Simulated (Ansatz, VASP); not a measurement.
# Mg2C: VASP beside Ansatz

Contents of INCAR:

```
ALGO = Normal ; EDIFF = 1E-7
ENCUT = 520 ; GGA = PE
ISIF = 2 ; ISMEAR = -1
LASPH = T ; LCHARG = T
LELF = T ; LREAL = F
LVHAR = T ; LWAVE = F
NBANDS = 11 ; NELM = 60
PREC = Accurate ; SIGMA = 0.02
```

The input KPOINTS:

```
k-points
0
Gamma
  8 8 8
```

File POSCAR:

```
Mg2C
1.0
    0.0000000000      2.5482860610      2.5482860610
    2.5482860610      0.0000000000      2.5482860610
    2.5482860610      2.5482860610      0.0000000000
C Mg
1 2
Direct
    0.0000000000      0.0000000000      0.0000000000
    0.2500000000      0.2500000000      0.2500000000
    0.7500000000      0.7500000000      0.7500000000
```

Input for Ansatz:

```yaml
crystal:
  lattice:
    - [0.0, 2.548286061, 2.548286061]
    - [2.548286061, 0.0, 2.548286061]
    - [2.548286061, 2.548286061, 0.0]
  atoms:
    - { symbol: C, position: [0.0, 0.0, 0.0] }
    - { symbol: Mg, position: [0.25, 0.25, 0.25] }
    - { symbol: Mg, position: [0.75, 0.75, 0.75] }
kpoints:
  mp_grid: { grid: [8, 8, 8] }
  band_path:
    path:
      - [0.0, 0.0, 0.0]
      - [0.5, 0.0, 0.5]
      - [0.625, 0.25, 0.625]
      - [0.375, 0.375, 0.75]
      - [0.5, 0.5, 0.5]
      - [0.5, 0.25, 0.75]
      - [-0.083333, 0.0, 0.083333]
      - [0.0, 0.5, 0.5]
    npoints: 1
hamiltonian:
  xc: pbe
scf:
  occupations: { method: fermi_dirac, width: 0.02 }
  n_extra_bands: 4
output:
  forces: true
  stress: true
  eigenvalues: true
```

Change from the starting cell: hydrostatic strain -6.0%.

Alike in both runs: task single point; functional PBE; k mesh 8 × 8 × 8; occupations fermi-dirac, width 0.02 eV; no spin polarisation.

|  | VASP | Ansatz |
| --- | --- | --- |
| version | VASP 6.6.1 | Ansatz 0.2.0 |
| potentials or method | VASP PAW PBE potentials, release 64 (C, Mg) | plane waves, PAW |
| plane-wave cutoff (eV) | 520 | 420 |
| valence electrons in the cell | 8 | 24 |

Ansatz gave:

| Quantity | Value |
| --- | --- |
| gap on the k mesh at the Fermi level (eV) | 0.75 |
| pressure (GPa) | 28.3 |

Task: What did VASP give for the same quantities?

Result: gap on the k mesh at the Fermi level (eV): 0.73; pressure (GPa): 28.4.

Both programs put the cell under a high pressure, so it lies far from rest at this level. VASP's potentials hold 8 valence electrons a cell and Ansatz's 24, so a difference there can come from the potentials and not from the codes.
